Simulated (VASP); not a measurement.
**BN (l): single point with LDA**

The system is BN (l).

```
B N
1.0
     0.00000    1.80750    1.80750
     1.80750    0.00000    1.80750
     1.80750    1.80750    0.00000
B N
1 1
Cartesian
  0.0000 0.0000 0.0000
  0.9038 0.9038 0.9038
```

```json
{
 "Program": "VASP 6.6.1",
 "Task": "single point",
 "Functional": "LDA",
 "Potentials or basis": "VASP PAW LDA potentials, release 64 (B, N)",
 "Cutoff": "600 eV",
 "k mesh": "8 × 8 × 8",
 "Occupations": "gaussian, width 0.1 eV",
 "Spin": "no spin polarisation"
}
```

```yaml
Pressure: -10.3 GPa
Band_gap_on_the_k_mesh: 4.34 eV, indirect (least direct gap 8.68 eV)
```

Levels at points of the mesh, in eV from the valence-band top:
| k point | band 2 | band 3 | band 4 | band 5 | band 6 | band 7 |
| --- | --- | --- | --- | --- | --- | --- |
| (0.00, 0.00, 0.00) | 0.00 | 0.00 | 0.00 | 8.68 | 8.68 | 8.68 |
| (0.50, 0.00, 0.00) | -10.71 | -1.95 | -1.95 | 10.21 | 10.56 | 10.56 |
| (0.50, 0.50, 0.00) | -8.88 | -4.93 | -4.93 | 4.34 | 9.15 | 17.70 |

It took 4.6 s on 1 thread of AMD EPYC 7R43 64-Core Processor (Zen 3), on a shared host, peak memory 0.08 GiB.

A k mesh can miss the band edges.
